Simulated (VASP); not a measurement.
# SnTe (Fm-3m) in VASP: notebook

The runs below take SnTe through relaxation of cell and atoms, with RPBE+D3(BJ), revPBE+D4.

Everything below comes from runs of VASP 6.6.1. Logs are shortened: lines on timing, memory, paths and dates and some standing lists are left out, and cuts for length are marked.

### Step 1. The cell of the first run

The structure is cubic, space group Fm-3m (No. 225). The conventional cell has a = 6.302 Å, b = 6.302 Å, c = 6.302 Å, α = 90.00°, β = 90.00°, γ = 90.00°. Within 4.1 Å of Te (site symmetry m-3m) lie 6 Sn at 3.15 Å. Sn (site symmetry m-3m) has 6 Te at 3.15 Å within 4.1 Å.

### Step 2. Relaxation of cell and atoms, RPBE+D3(BJ)

The input, INCAR:

```
  PREC = Accurate
  ENCUT = 600
  EDIFF = 1E-6
  ISMEAR = -1
  SIGMA = 0.05
  LREAL = F
  LASPH = T
  NELM = 60
  ALGO = Normal
  ISIF = 3
  LWAVE = F
  LCHARG = F
  GGA = RP
  IVDW = 12
  IBRION = 2
  NSW = 60
  EDIFFG = -0.01
```

The input, KPOINTS:

```
regular mesh
0
Gamma
  7 7 7
```

The input, POSCAR:

```
SnTe
1.0
    0.0000000000      3.1508500000      3.1508500000
    3.1508500000      0.0000000000      3.1508500000
    3.1508500000      3.1508500000      0.0000000000
Te Sn
1 1
Direct
    0.5000000000      0.5000000000      0.5000000000
    0.0000000000      0.0000000000      0.0000000000
```

Potentials or basis: VASP PAW PBE potentials, release 64 (Te, Sn_d).

Run with:

```sh
$ cat potpaw_PBE.64/Te/POTCAR potpaw_PBE.64/Sn_d/POTCAR > POTCAR
$ mpirun -np 1 vasp_std > vasp.out
```

OUTCAR:

```text
PREC = Accurate
   ENCUT = 600
   EDIFF = 1E-6
   ISMEAR = -1
   LREAL = F
   LASPH = T
   NELM = 60
   ISIF = 3
   GGA = RP
   IVDW = 12
   IBRION = 2
   NSW = 60
   EDIFFG = -0.01
 IVDW          = 12

 ion  position               nearest neighbor table
   1  0.500  0.500  0.500-   2 3.15   2 3.15   2 3.15   2 3.15   2 3.15   2 3.15
   2  0.000  0.000  0.000-   1 3.15   1 3.15   1 3.15   1 3.15   1 3.15   1 3.15

  LATTYP: Found a face centered cubic cell.
 ALAT       =     6.3017000000

  Lattice vectors:

 A1 = (   0.0000000000,   3.1508500000,   3.1508500000)
 A2 = (   3.1508500000,   0.0000000000,   3.1508500000)
 A3 = (   3.1508500000,   3.1508500000,   0.0000000000)

Analysis of symmetry for initial positions (statically):
[... 33 lines left out ...]
                                     Primitive cell

  volume of cell :      62.5624

  direct lattice vectors                    reciprocal lattice vectors
     0.000000000  3.150850000  3.150850000    -0.158687338  0.158687338  0.158687338
     3.150850000  0.000000000  3.150850000     0.158687338 -0.158687338  0.158687338
     3.150850000  3.150850000  0.000000000     0.158687338  0.158687338 -0.158687338

  length of vectors
     4.455974803  4.455974803  4.455974803     0.274854533  0.274854533  0.274854533

  position of ions in fractional coordinates (direct lattice)
     0.500000000  0.500000000  0.500000000
     0.000000000  0.000000000  0.000000000

  ion indices of the primitive-cell ions
   primitive index   ion index
                 1           1
                 2           2

----------------------------------------------------------------------------------------

 KPOINTS: regular mesh

Automatic generation of k-mesh.
 Grid dimensions read from file:
 generate k-points for:    7    7    7

 Generating k-lattice:

  Cartesian coordinates                     Fractional coordinates (reciprocal lattice)
    -0.022669620  0.022669620  0.022669620     0.142857143  0.000000000  0.000000000
     0.022669620 -0.022669620  0.022669620     0.000000000  0.142857143  0.000000000
     0.022669620  0.022669620 -0.022669620     0.000000000  0.000000000  0.142857143

  Length of vectors
     0.039264933  0.039264933  0.039264933

  Shift w.r.t. Gamma in fractional coordinates (k-lattice)
     0.000000000  0.000000000  0.000000000

 Subroutine IBZKPT returns following result:
 ===========================================

 Found     20 irreducible k-points:

 Following reciprocal coordinates:
            Coordinates               Weight
  0.000000  0.000000  0.000000      1.000000
  0.142857  0.000000  0.000000      8.000000
  0.285714  0.000000  0.000000      8.000000
  0.428571  0.000000  0.000000      8.000000
  0.142857  0.142857  0.000000      6.000000
  0.285714  0.142857  0.000000     24.000000
[... 12 lines left out ...]
 -0.428571  0.428571  0.142857     24.000000
 -0.285714  0.428571  0.142857     24.000000
   k-points           NKPTS =     20   k-points in BZ     NKDIM =     20   number of bands    NBANDS=     14
   number of dos      NEDOS =    301   number of ions     NIONS =      2
   total plane-waves  NPLWV =  46656
   dimension x,y,z NGX =    36 NGY =   36 NGZ =   36
   dimension x,y,z NGXF=    72 NGYF=   72 NGZF=   72
   ions per type =               1   1
   NGX,Y,Z   is equivalent  to a cutoff of  13.43, 13.43, 13.43 a.u.
   NGXF,Y,Z  is equivalent  to a cutoff of  26.86, 26.86, 26.86 a.u.
 SYSTEM =  unknown system
   PREC   = accura    normal or accurate (medium, high low for compatibility)
   ISTART =      0    job   : 0-new  1-cont  2-samecut
   ICHARG =      2    charge: 1-file 2-atom 10-const
   ISPIN  =      1    spin polarized calculation?
   LNONCOLLINEAR =      F non collinear calculations
   LSORBIT =      F    spin-orbit coupling
   LASPH  =      T    aspherical Exc in radial PAW
   ENCUT  =  600.0 eV  44.10 Ry    6.64 a.u.   8.90  8.90  8.90*2*pi/ulx,y,z
   NELM   =     60;   NELMIN=  2; NELMDL= -5     # of ELM steps
   EDIFF  = 0.1E-05   stopping-criterion for ELM
   LREAL  =      F    real-space projection
   EDIFFG = -.1E-01   stopping-criterion for IOM
   NSW    =     60    number of steps for IOM
   IBRION =      2    ionic relax: 0-MD 1-quasi-New 2-CG
   NFREE  =      1    steps in history (QN), initial steepest desc. (CG)
   ISIF   =      3    stress and relaxation
   ISYM   =      2    0-nonsym 1-usesym 2-fastsym
   POTIM  = 0.5000    time-step for ionic-motion
   TEBEG  =    0.0;   TEEND  =   0.0 temperature during run
   PSTRESS=    0.0 pullay stress
   NELECT =      20.0000    total number of electrons
   NUPDOWN=      -1.0000    fix difference up-down
   EMIN   =  10.00;   EMAX   =-10.00  energy-range for DOS
   EFERMI =   0.00;   METHOD = LEGACY
   ISMEAR =    -1;   SIGMA  =   0.05  broadening in eV -4-tet -1-fermi 0-gaus
   EFERMI_NEDOS =   21; number of points for ismear=-14 and -15
   IALGO  =     38    algorithm
   IMIX   =      4    mixing-type and parameters
     AMIX     =   0.40;   BMIX     =  1.00
     AMIX_MAG =   1.60;   BMIX_MAG =  1.00
  volume/ion in A,a.u.               =      31.28       211.10
  Fermi-wavevector in a.u.,A,eV,Ry     =   1.119387  2.115336 17.048485  1.253028
  Thomas-Fermi vector in A             =   2.256026
   LORBIT       =      0    0 simple, 1 ext, 2 COOP (PROOUT), +10 PAW based schemes
   GGA     = RP    functional components
   LHFCALC =     F    Hartree Fock is set to
   AEXX    =    0.0000 exact exchange contribution
   IVDW    =    12    specifies the selected vdW correction
   LEPSILON=     F    determine dielectric tensor
   LRPA    =     F    only Hartree local field effects (RPA)
 conjugate gradient relaxation of ions
 non-spin polarized calculation
  energy-cutoff  :      600.00
  volume of cell :       62.56
 maximum number of plane-waves:      2106
   NGX = 17   NGY = 17   NGZ = 17

--------------------------------------- Ionic step        1  -------------------------------------------

 number of electron      19.9999998 magnetization

 Free energy of the ion-electron system (eV)
  ---------------------------------------------------
  ext. energy  EPLUGINS =         0.00000000
  ---------------------------------------------------
  free energy    TOTEN  =        -6.81957641 eV

  energy without entropy =       -6.81950006  energy(sigma->0) =       -6.81953823

 E-fermi :   7.1757     XC(G=0):  -9.3920

 val. band max:        6.8632571744   @ k =   0.4286   0.0000   0.0000
 cond. band min:       7.5264795470   @ k =   0.4286   0.0000   0.0000
 fundamental gap:      0.6632223726
 Fermi energy:         7.1757250232

 k-point     1 :       0.0000    0.0000    0.0000
  band No.  band energies     occupation
      1     -14.9071      2.00000
      2     -14.9071      2.00000
      3     -14.9037      2.00000
      4     -14.9037      2.00000
      5     -14.9037      2.00000
      6      -5.7233      2.00000
      7       2.4509      2.00000
      8       4.9103      2.00000
      9       4.9103      2.00000
     10       4.9103      2.00000
     11      10.4493      0.00000
     12      10.4493      0.00000
     13      10.4493      0.00000
     14      11.8182      0.00000
[... 398 lines left out ...]
  energy  without entropy=      -10.7601746052  energy(sigma->0) =      -10.76191802

--------------------------------------- Ionic step        3  -------------------------------------------

 number of electron      20.0000002 magnetization

 E-fermi :  10.0580     XC(G=0): -10.4201

 val. band max:        9.9497820754   @ k =  -0.1429   0.1429   0.0000
 cond. band min:      10.1709634700   @ k =   0.4286   0.0000   0.0000
 fundamental gap:      0.2211813945
 Fermi energy:        10.0579914654

 k-point     1 :       0.0000    0.0000    0.0000
  band No.  band energies     occupation
      1     -12.1395      2.00000
      2     -12.1395      2.00000
      3     -12.1190      2.00000
      4     -12.1190      2.00000
      5     -12.1190      2.00000
      6      -4.5664      2.00000
      7       6.4837      2.00000
      8       7.2741      2.00000
      9       7.2741      2.00000
     10       7.2741      2.00000
     11      13.8643      0.00000
     12      13.8643      0.00000
     13      13.8643      0.00000
     14      14.3524      0.00000
[... 354 lines left out ...]
  FREE ENERGIE OF THE ION-ELECTRON SYSTEM (eV)
  ---------------------------------------------------
  free  energy   TOTEN  =       -10.8765576727 eV

  energy  without entropy=      -10.8734963272  energy(sigma->0) =      -10.87502700

[... ionic steps 4 to 13 ...]

--------------------------------------- Ionic step       14  -------------------------------------------

 number of electron      20.0000001 magnetization

------------------------ aborting loop because EDIFF is reached ----------------------------------------

 Edisp (eV)   -4.85057

 E8    (eV) :    -3.2642
[... 69 lines left out ...]
  energy  without entropy=      -10.8739316115  energy(sigma->0) =      -10.87529009

--------------------------------------- Ionic step       16  -------------------------------------------

 number of electron      20.0000001 magnetization

 Free energy of the ion-electron system (eV)
  ---------------------------------------------------
  ext. energy  EPLUGINS =         0.00000000
  ---------------------------------------------------
  free energy    TOTEN  =        -6.02460932 eV

  energy without entropy =       -6.02188241  energy(sigma->0) =       -6.02324587

 E-fermi :   9.9943     XC(G=0): -10.3999

 val. band max:        9.8728697631   @ k =  -0.1429   0.1429   0.0000
 cond. band min:      10.1168804908   @ k =   0.4286   0.0000   0.0000
 fundamental gap:      0.2440107277
 Fermi energy:         9.9942606375

 k-point     1 :       0.0000    0.0000    0.0000
  band No.  band energies     occupation
      1     -12.1953      2.00000
      2     -12.1953      2.00000
      3     -12.1751      2.00000
      4     -12.1751      2.00000
      5     -12.1751      2.00000
      6      -4.5897      2.00000
      7       6.3975      2.00000
      8       7.2242      2.00000
      9       7.2242      2.00000
     10       7.2242      2.00000
     11      13.7943      0.00000
     12      13.7943      0.00000
     13      13.7943      0.00000
     14      14.2989      0.00000
[... 354 lines left out ...]
  FREE ENERGIE OF THE ION-ELECTRON SYSTEM (eV)
  ---------------------------------------------------
  free  energy   TOTEN  =       -10.8766525652 eV

  energy  without entropy=      -10.8739256491  energy(sigma->0) =      -10.87528911

 reached required accuracy - stopping structural energy minimisation
```

It took 2.7 min on 1 thread of Intel Xeon Platinum 8375C at 2.90GHz (Ice Lake), shared host; peak memory 0.22 GiB.

Results:

```yaml
Free_energy: -10.8767 eV
Relaxed_volume: 25.34 Å³/atom
Relaxed_cell: a = 4.154 Å, b = 4.154 Å, c = 4.154 Å, α = 60.00°, β = 60.00°, γ = 60.00°
Space_group_after_relaxing_to_0.05_Å: Fm-3m (No. 225)
Energy_gained_by_relaxing: 237.6 meV/atom
Ionic_steps: 16
Pressure_after_relaxing: -0.1 GPa
Dispersion_energy_per_atom: -2.426 eV
```

Step by step:
```csv
step,energy change (eV),largest force (eV/Å),pressure (GPa),volume (Å³)
1,0.0000,0.0000,-10.41,62.56
2,-0.3622,0.0000,8.68,45.91
3,-0.4751,0.0000,0.25,50.47
4,-0.4752,0.0000,-0.10,50.70
5,-0.4752,0.0000,-0.11,50.70
6,-0.4752,0.0000,-0.12,50.69
7,-0.4752,0.0000,-0.10,50.69
8,-0.4752,0.0000,-0.10,50.69
9,-0.4752,0.0000,-0.10,50.69
10,-0.4752,0.0000,-0.10,50.69
11,-0.4752,0.0000,-0.10,50.69
12,-0.4752,0.0000,-0.10,50.69
13,-0.4752,0.0000,-0.10,50.69
14,-0.4752,0.0000,-0.11,50.69
15,-0.4752,0.0000,-0.12,50.69
16,-0.4752,0.0000,-0.06,50.68
```

Final structure:
```
CELL_PARAMETERS angstrom
0.00000 2.93717 2.93717
2.93717 0.00000 2.93717
2.93717 2.93717 0.00000
ATOMIC_POSITIONS crystal
Te 0.50000 0.50000 0.50000
Sn 0.00000 0.00000 0.00000
```

Levels at points of the mesh, in eV from the Fermi level:
```tsv
k point	band 8	band 9	band 10	band 11	band 12	band 13
(0.00, 0.00, 0.00)	-2.77	-2.77	-2.77	3.80	3.80	3.80
```

Caveat: this odd mesh misses L, where the gap lies, so gap, dielectric constants and Born charges aren't listed; the volume moved by over 15 % at a fixed basis, so the end points are rough; the PAW data sets were made with another functional, which shifts forces and pressure a little; spin-orbit coupling is left out, which moves the levels of the heavy elements; the volume moved by -19 % from the deposited cell, more than functionals usually miss.

(Continued in part 2 of 2.)
